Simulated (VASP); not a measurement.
# MgS (P1) in VASP: single point with PBE

Aim: the single point of MgS with PBE.

Everything below comes from runs of VASP 6.6.1. Logs are shortened: lines on timing, memory, paths and dates and some standing lists are left out, and cuts for length are marked.

### 1 The cell of the first run

The typed cell holds 16 atoms: a = 7.383 Å, b = 7.383 Å, c = 7.383 Å, α = 60.00°, β = 60.00°, γ = 60.00°.

### 2 Single point, PBE (dynamics (nve) at 450 K, volume x 1.01, from the last frame before)

INCAR reads:

```
SYSTEM = MgS
PREC = Accurate
ENCUT = 520
EDIFF = 1E-6
ISMEAR = -1
SIGMA = 0.0388
LREAL = Auto
LASPH = .TRUE.
NELM = 60
ALGO = Normal
ISIF = 2
LWAVE = .FALSE.
LCHARG = .FALSE.
GGA = PE
NBANDS = 46
```

KPOINTS reads:

```
Automatic mesh
0
Gamma
  2 2 2
  0.5 0.5 0.5
```

POSCAR reads:

```
MgS
1.0
    5.2205868380      0.0000000000     -5.2205868380
    0.0000000000      5.2205868380     -5.2205868380
    5.2205868380      5.2205868380      0.0000000000
Mg S
8 8
Direct
    0.4926699009      0.4897196578      0.0223639609
    0.4875916404      0.4865904119      0.4959184820
    0.5170710849      0.0029836684     -0.0052989254
    0.5075604682      0.0165635594      0.4953313833
    0.0150493618      0.5095073758     -0.0099535745
   -0.0057460015      0.4994360942      0.5071390597
   -0.0014458145     -0.0056593255     -0.0225114539
   -0.0055167170     -0.0165218016      0.5110949368
    0.2364870154      0.2547795950      0.7514002011
    0.2454433840      0.2579866099      0.2561877700
    0.2861596879      0.7467079125      0.7225054610
    0.2290789402      0.7552837683      0.2655725387
    0.7410355617      0.2578421817      0.7435912131
    0.7619326377      0.2543745639      0.2489655934
    0.7393266542      0.7465796702      0.7676891745
    0.7550521852      0.7396217360      0.2485731088
```

Potentials or basis: VASP PAW PBE potentials, release 64 (Mg, S).

Command:

```
> cat potpaw_PBE.64/Mg/POTCAR potpaw_PBE.64/S/POTCAR > POTCAR
> mpirun -np 1 vasp_std > vasp.out
```

OUTCAR:

```text
SYSTEM = MgS
   PREC = Accurate
   ENCUT = 520
   EDIFF = 1E-6
   ISMEAR = -1
   LREAL = Auto
   LASPH = .TRUE.
   NELM = 60
   ISIF = 2
   GGA = PE

 ion  position               nearest neighbor table
   1  0.493  0.490  0.022-  10 2.50  14 2.60  15 2.63  12 2.66  11 2.67  13 2.67   2 3.47   4 3.49
                             5 3.58   3 3.61   6 3.63
   2  0.488  0.487  0.496-  14 2.52   9 2.52  12 2.56  11 2.56  13 2.62  16 2.72   4 3.40   1 3.47
                             6 3.56   5 3.58   3 3.64   8 3.66
   3  0.517  0.003  0.995-  13 2.50  15 2.53  16 2.57  10 2.70   9 2.74  12 2.80   7 3.46   8 3.55
                             1 3.61   2 3.64
   4  0.508  0.017  0.495-  14 2.57  11 2.57   9 2.59  10 2.62  15 2.64  16 2.74   2 3.40   1 3.49
                             8 3.54
   5  0.015  0.510  0.990-  16 2.56   9 2.58  10 2.60  15 2.61  14 2.65  11 2.66   7 3.48   8 3.52
                             1 3.58   2 3.58
   6  0.994  0.499  0.507-   9 2.54  12 2.56  10 2.57  13 2.58  16 2.60  15 2.65   2 3.56   8 3.59
                             7 3.61   1 3.63
   7  0.999  0.994  0.977-  13 2.57  16 2.61   9 2.61  11 2.64  12 2.72  14 2.78   3 3.46   5 3.48
                             8 3.50   6 3.61
   8  0.994  0.983  0.511-  12 2.47  15 2.57  14 2.59  11 2.65  13 2.65  10 2.75   7 3.50   5 3.52
                             4 3.54   3 3.55   6 3.59   2 3.66
   9  0.236  0.255  0.751-   2 2.52   6 2.54   5 2.58   4 2.59   7 2.61   3 2.74
  10  0.245  0.258  0.256-   1 2.50   6 2.57   5 2.60   4 2.62   3 2.70   8 2.75
  11  0.286  0.747  0.723-   2 2.56   4 2.57   7 2.64   8 2.65   5 2.66   1 2.67
  12  0.229  0.755  0.266-   8 2.47   2 2.56   6 2.56   1 2.66   7 2.72   3 2.80
  13  0.741  0.258  0.744-   3 2.50   7 2.57   6 2.58   2 2.62   8 2.65   1 2.67
  14  0.762  0.254  0.249-   2 2.52   4 2.57   8 2.59   1 2.60   5 2.65   7 2.78
  15  0.739  0.747  0.768-   3 2.53   8 2.57   5 2.61   1 2.63   4 2.64   6 2.65
  16  0.755  0.740  0.249-   5 2.56   3 2.57   6 2.60   7 2.61   2 2.72   4 2.74

  LATTYP: Found a face centered cubic cell.
 ALAT       =    10.4411736760

  Lattice vectors:

 A1 = (   5.2205868380,   0.0000000000,  -5.2205868380)
 A2 = (   0.0000000000,   5.2205868380,  -5.2205868380)
 A3 = (   5.2205868380,   5.2205868380,   0.0000000000)

Analysis of symmetry for initial positions (statically):
=====================================================================
 Subroutine PRICEL returns:
 Original cell was already a primitive cell.

 Routine SETGRP: Setting up the symmetry group for a
 face centered cubic supercell.

 Subroutine GETGRP returns: Found  1 space group operations
 (whereof  1 operations were pure point group operations)
 out of a pool of 48 trial point group operations.

The static configuration has the point symmetry C_1 .

Analysis of symmetry for dynamics (positions and initial velocities):
=====================================================================
 Subroutine PRICEL returns:
 Original cell was already a primitive cell.

 Routine SETGRP: Setting up the symmetry group for a
 face centered cubic supercell.

 Subroutine GETGRP returns: Found  1 space group operations
 (whereof  1 operations were pure point group operations)
 out of a pool of 48 trial point group operations.

The dynamic configuration has the point symmetry C_1 .

 Subroutine INISYM returns: Found  1 space group operations
 (whereof  1 operations are pure point group operations),
 and found     1 'primitive' translations

----------------------------------------------------------------------------------------

                                     Primitive cell

  volume of cell :     284.5692

  direct lattice vectors                    reciprocal lattice vectors
     5.220586838  0.000000000 -5.220586838     0.095774674 -0.095774674 -0.095774674
     0.000000000  5.220586838 -5.220586838    -0.095774674  0.095774674 -0.095774674
     5.220586838  5.220586838  0.000000000     0.095774674  0.095774674  0.095774674

  length of vectors
     7.383024710  7.383024710  7.383024710     0.165886601  0.165886601  0.165886601

  position of ions in fractional coordinates (direct lattice)
     0.492669901  0.489719658  0.022363961
     0.487591640  0.486590412  0.495918482
     0.517071085  0.002983668  0.994701075
     0.507560468  0.016563559  0.495331383
     0.015049362  0.509507376  0.990046425
     0.994253998  0.499436094  0.507139060
[... 8 lines left out ...]
     0.739326654  0.746579670  0.767689174
     0.755052185  0.739621736  0.248573109

  ion indices of the primitive-cell ions
   primitive index   ion index
                 1           1
                 2           2
                 3           3
                 4           4
                 5           5
                 6           6
[... 8 lines left out ...]
                15          15
                16          16

----------------------------------------------------------------------------------------

 KPOINTS: Automatic mesh

Automatic generation of k-mesh.
 Grid dimensions read from file:
 generate k-points for:    2    2    2

 Generating k-lattice:

  Cartesian coordinates                     Fractional coordinates (reciprocal lattice)
     0.047887337 -0.047887337 -0.047887337     0.500000000  0.000000000  0.000000000
    -0.047887337  0.047887337 -0.047887337     0.000000000  0.500000000  0.000000000
     0.047887337  0.047887337  0.047887337     0.000000000  0.000000000  0.500000000

  Length of vectors
     0.082943300  0.082943300  0.082943300

  Shift w.r.t. Gamma in fractional coordinates (k-lattice)
     0.500000000  0.500000000  0.500000000

 Subroutine IBZKPT returns following result:
 ===========================================

 Found     16 irreducible k-points:

 Following reciprocal coordinates:
            Coordinates               Weight
  0.250000  0.250000  0.250000      2.000000
  0.250000  0.000000  0.000000      2.000000
  0.000000  0.000000 -0.250000      2.000000
  0.000000  0.250000  0.000000      2.000000
 -0.250000  0.250000  0.250000      2.000000
  0.250000 -0.250000  0.250000      2.000000
[... 8 lines left out ...]
  0.000000  0.250000  0.500000      2.000000
  0.500000  0.250000  0.000000      2.000000
   k-points           NKPTS =     16   k-points in BZ     NKDIM =     16   number of bands    NBANDS=     46
   number of dos      NEDOS =    301   number of ions     NIONS =     16
   total plane-waves  NPLWV = 175616
   dimension x,y,z NGX =    56 NGY =   56 NGZ =   56
   dimension x,y,z NGXF=   112 NGYF=  112 NGZF=  112
   ions per type =               8   8
   NGX,Y,Z   is equivalent  to a cutoff of  12.61, 12.61, 12.61 a.u.
   NGXF,Y,Z  is equivalent  to a cutoff of  25.22, 25.22, 25.22 a.u.
 SYSTEM =  MgS
   PREC   = accura    normal or accurate (medium, high low for compatibility)
   ISTART =      0    job   : 0-new  1-cont  2-samecut
   ICHARG =      2    charge: 1-file 2-atom 10-const
   ISPIN  =      1    spin polarized calculation?
   LNONCOLLINEAR =      F non collinear calculations
   LSORBIT =      F    spin-orbit coupling
   LASPH  =      T    aspherical Exc in radial PAW
   ENCUT  =  520.0 eV  38.22 Ry    6.18 a.u.  13.73 13.73 13.73*2*pi/ulx,y,z
   NELM   =     60;   NELMIN=  2; NELMDL= -5     # of ELM steps
   EDIFF  = 0.1E-05   stopping-criterion for ELM
   LREAL  =      T    real-space projection
   EDIFFG = 0.1E-04   stopping-criterion for IOM
   NSW    =      0    number of steps for IOM
   IBRION =     -1    ionic relax: 0-MD 1-quasi-New 2-CG
   NFREE  =      0    steps in history (QN), initial steepest desc. (CG)
   ISIF   =      2    stress and relaxation
   ISYM   =      2    0-nonsym 1-usesym 2-fastsym
   POTIM  = 0.5000    time-step for ionic-motion
   TEBEG  =    0.0;   TEEND  =   0.0 temperature during run
   PSTRESS=    0.0 pullay stress
   NELECT =      64.0000    total number of electrons
   NUPDOWN=      -1.0000    fix difference up-down
   EMIN   =  10.00;   EMAX   =-10.00  energy-range for DOS
   EFERMI =   0.00;   METHOD = LEGACY
   ISMEAR =    -1;   SIGMA  =   0.04  broadening in eV -4-tet -1-fermi 0-gaus
   EFERMI_NEDOS =   21; number of points for ismear=-14 and -15
   IALGO  =     38    algorithm
   IMIX   =      4    mixing-type and parameters
     AMIX     =   0.40;   BMIX     =  1.00
     AMIX_MAG =   1.60;   BMIX_MAG =  1.00
  volume/ion in A,a.u.               =      17.79       120.02
  Fermi-wavevector in a.u.,A,eV,Ry     =   0.995571  1.881356 13.485568  0.991161
  Thomas-Fermi vector in A             =   2.127600
   LORBIT       =      0    0 simple, 1 ext, 2 COOP (PROOUT), +10 PAW based schemes
   GGA     = PE    functional components
   LHFCALC =     F    Hartree Fock is set to
   AEXX    =    0.0000 exact exchange contribution
   IVDW    =     0    specifies the selected vdW correction
   LEPSILON=     F    determine dielectric tensor
   LRPA    =     F    only Hartree local field effects (RPA)
 non-spin polarized calculation
  energy-cutoff  :      520.00
  volume of cell :      284.57
 maximum number of plane-waves:      7666
 NGX is ok and might be reduce to    56
   NGX = 27   NGY = 27   NGZ = 27

 number of electron      63.9999999 magnetization

 Free energy of the ion-electron system (eV)
  ---------------------------------------------------
  ext. energy  EPLUGINS =         0.00000000
  ---------------------------------------------------
  free energy    TOTEN  =       -67.56027268 eV

  energy without entropy =      -67.56027268  energy(sigma->0) =      -67.56027268

 E-fermi :   4.5199     XC(G=0):  -9.6461

 val. band max:        3.5874549870   @ k =   0.0000   0.0000  -0.2500
 cond. band min:       6.9586818494   @ k =   0.2500   0.2500   0.2500
 fundamental gap:      3.3712268624
 Fermi energy:         4.5199399516

 k-point     1 :       0.2500    0.2500    0.2500
  band No.  band energies     occupation
      1      -8.8422      2.00000
      2      -7.9616      2.00000
      3      -7.7103      2.00000
      4      -7.6750      2.00000
      5      -7.6307      2.00000
      6      -7.4157      2.00000
[... 36 lines left out ...]
     43       8.9360      0.00000
     44       9.8249      0.00000
[... 663 lines left out ...]
      3      -7.9026      2.00000
      4      -7.7052      2.00000
      5      -7.6713      2.00000
      6      -7.5134      2.00000
[... 36 lines left out ...]
     43       9.9573      0.00000
     44      10.2593      0.00000
 [bands above 44 left out]

------------------------ aborting loop because EDIFF is reached ----------------------------------------

  FORCE on cell =-STRESS in cart. coord.  units (eV):
  Direction    XX          YY          ZZ          XY          YZ          ZX
  --------------------------------------------------------------------------------------
  -------------------------------------------------------------------------------------
  Total        0.5852688      1.2111428      1.1178845      0.1945098     -0.3276573      0.0562958
  in kB        3.2951711      6.8189572      6.2938958      1.0951261     -1.8447711      0.3169559
  external PRESSURE =       5.4693414 kB  Pullay stress =       0.0000000 kB

 VOLUME and BASIS-vectors are now :
 -----------------------------------------------------------------------------
  energy-cutoff  :      520.00
  volume of cell :      284.57
      direct lattice vectors                 reciprocal lattice vectors
     5.220586838  0.000000000 -5.220586838     0.095774674 -0.095774674 -0.095774674
     0.000000000  5.220586838 -5.220586838    -0.095774674  0.095774674 -0.095774674
     5.220586838  5.220586838  0.000000000     0.095774674  0.095774674  0.095774674

 POSITION                                       TOTAL-FORCE (eV/Angst)
 -----------------------------------------------------------------------------------
      2.68878      2.67338     -5.12865        -0.183251     -0.007091     -0.309405
      5.13450      5.12927     -5.08580         0.051700      0.185937     -0.523705
      7.89234      5.20850     -2.71499        -0.085319      0.329908      0.578420
      5.23568      2.67239     -2.73623        -0.008301     -0.348434      0.185047
      5.24719      7.82855     -2.73849         0.079418      0.046571      0.159581
      7.83815      5.25491     -7.79794        -0.275593      0.041746     -0.034724
[... 8 lines left out ...]
      7.86751      7.90537     -7.75730        -0.105764     -0.155592     -0.179521
      5.23951      5.15896     -7.80308        -0.191991      0.279223     -0.407338
 -----------------------------------------------------------------------------------
    total drift:                               -0.011229     -0.005572     -0.002193

  FREE ENERGIE OF THE ION-ELECTRON SYSTEM (eV)
  ---------------------------------------------------
  free  energy   TOTEN  =       -67.5602726848 eV

  energy  without entropy=      -67.5602726848  energy(sigma->0) =      -67.56027268
```

Run time: 7.8 min. Hardware: 1 thread of Intel Xeon 6975P-C, shared host; peak memory 0.47 GiB.

Results:

```yaml
Free_energy: -67.5603 eV
Pressure: 0.5 GPa
Largest_force: 0.971 eV/Å
Band_gap_on_the_k_mesh: 3.37 eV, indirect (least direct gap 3.38 eV)
```

Forces in eV/Å, atoms in the order of the input:
```
Mg  -0.183 -0.007 -0.309
Mg   0.052  0.186 -0.524
Mg  -0.085  0.330  0.578
Mg  -0.008 -0.348  0.185
Mg   0.079  0.047  0.160
Mg  -0.276  0.042 -0.035
Mg   0.410  0.218  0.013
Mg   0.008  0.195 -0.379
S    0.431 -0.055  0.104
S    0.078 -0.458  0.075
S   -0.157  0.720  0.632
S   -0.187 -0.607 -0.374
S    0.391 -0.096  0.047
S   -0.255 -0.289  0.413
S   -0.106 -0.156 -0.180
S   -0.192  0.279 -0.407
```

 A k mesh can miss the band edges.
